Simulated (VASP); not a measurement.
Here is a VASP 6.6.1 calculation.

Contents of POSCAR:

```
Li2ClF
1.0
    1.6438003705      0.9490485863      5.2637591360
   -1.6438003705      0.9490485863      5.2637591360
    0.0000000000     -1.8980971729      5.2637591359
F Cl Li
1 1 2
Direct
    1.0000000000      0.0000000000      0.0000000000
    0.5000000000      0.5000000000      0.5000000000
    0.2633593308      0.2633593308      0.2633593308
    0.7366406692      0.7366406692      0.7366406692
```

File INCAR.step1:

```
  ALGO = Normal
  EDIFF = 1E-4
  ENCUT = 520
  GGA = PE
  ISMEAR = 0
  LASPH = T
  LCHARG = F
  LREAL = F
  LWAVE = T
  NBANDS = 18
  NELM = 80
  PREC = Accurate
  SIGMA = 0.01
```

INCAR.step2

```
  ALGO = Normal
  EDIFF = 1E-6
  ENCUT = 520
  ISIF = 2
  ISMEAR = 0
  ISTART = 1
  LASPH = T
  LCHARG = T
  LELF = T
  LMIXTAU = T
  LREAL = F
  LVHAR = T
  LWAVE = F
  METAGGA = R2SCAN
  NBANDS = 18
  NELM = 80
  PREC = Accurate
  SIGMA = 0.01
```

KPOINTS

```
k-points
0
Gamma
  8 8 8
```

Potentials or basis: VASP PAW PBE potentials, release 64 (F, Cl, Li_sv).

Launch:

```bash
$ cat potpaw_PBE.64/F/POTCAR potpaw_PBE.64/Cl/POTCAR potpaw_PBE.64/Li_sv/POTCAR > POTCAR
$ cp INCAR.step1 INCAR
$ mpirun -np 1 vasp_std > vasp.out
$ cp INCAR.step2 INCAR
$ mpirun -np 1 vasp_std > vasp.out
```

(1) What does it give for the largest force?

(2) Estimate the band gap on the k mesh.

## Answers

(1) 0.013 eV/Å.

(2) 5.65 eV.

Caveat: the PAW data sets were made with another functional, which shifts forces and pressure a little.
